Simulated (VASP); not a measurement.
BP:

```
B P
1.0
     0.00000    2.26832    2.26832
     2.26832    0.00000    2.26832
     2.26832    2.26832    0.00000
B P
1 1
Direct
  0.00000 0.00000 0.00000
  0.25000 0.25000 0.25000
```

Base run:

```yaml
Program: VASP 6.6.1
Functional: r2SCAN
Potentials_or_basis: VASP PAW PBE potentials, release 64 (B, P)
Cutoff: 520 eV
k_mesh: 10 × 10 × 10
Occupations: gaussian, width 0.01 eV
Spin: no spin polarisation
```

Its results: band gap on the k mesh 1.45 eV, indirect (least direct gap 3.64 eV); pressure -0.5 GPa.

Q: The run is repeated on the same cell with these changes: functional from r2SCAN to PBE; k mesh from 10 × 10 × 10 to 6 × 6 × 6. What comes out?

A: Band gap on the k mesh 1.33 eV, indirect (least direct gap 3.40 eV); pressure 1.2 GPa.

Several settings changed at once, so the effect can't be laid on one alone.

Caveats: the PAW data sets were made with another functional, which shifts forces and pressure a little (some runs).

A k mesh can miss the band edges.
